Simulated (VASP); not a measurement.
Write the native input for VASP 6.6.1 that does the following.

```
Task                   : single point
Functional             : PBEsol
Potentials or basis    : VASP PAW PBE potentials, release 64 (Hf_pv, N)
Cutoff                 : 520 eV
k mesh                 : 18 × 18 × 10
Occupations            : gaussian, width 0.1 eV
Spin                   : no spin polarisation
Dipole correction      : no
Further INCAR settings : ALGO = Normal; EDIFF = 1e-06; NBANDS = 23
```

The structure of HfN lies in POSCAR:

```
HfN
1.0
    3.1153747821      0.0000000000      0.0000000000
   -1.5576873911      2.6979937036      0.0000000000
    0.0000000000      0.0000000000      5.4987546130
Hf N
2 2
Direct
    0.6666666690      0.3333333310      0.7500000000
    0.3333333310      0.6666666690      0.2500000000
    0.0000000000      0.0000000000      0.0000000000
    0.0000000000      0.0000000000      0.5000000000
```

This cell differs from its parent crystal: uniaxial strain along c: +2.0 %, then relaxed in part.

The input as run:

INCAR

```
SYSTEM = HfN
PREC = Accurate
ENCUT = 520
EDIFF = 1E-6
ISMEAR = 0
SIGMA = 0.1
LREAL = .FALSE.
LASPH = .TRUE.
NELM = 80
ALGO = Normal
ISIF = 2
LWAVE = .FALSE.
LCHARG = .FALSE.
GGA = PS
NBANDS = 23
```

KPOINTS

```
regular mesh
0
G
  18 18 10
  0 0 0
```

Potentials or basis: VASP PAW PBE potentials, release 64 (Hf_pv, N).

Run with:

```console
$ cat potpaw_PBE.64/Hf_pv/POTCAR potpaw_PBE.64/N/POTCAR > POTCAR
$ mpirun -np 1 vasp_std > vasp.out
```

It gave:

| Item | Value |
| --- | --- |
| Pressure | -5.3 GPa |
| Band gap on the k mesh | zero (bands 15 and 16 overlap by 2.20 eV) |

Caveat: the cell differs from its parent crystal (uniaxial strain along c: +2.0 %, then relaxed in part); the stress differs along the axes, from -12 to -2 GPa; the PAW data sets were made with another functional, which shifts forces and pressure a little; spin-orbit coupling is left out, which moves the levels of the heavy elements.

Run time: 110 s on 1 thread of AMD EPYC 9R45 (Zen 5), on a shared host, peak memory 0.28 GiB.
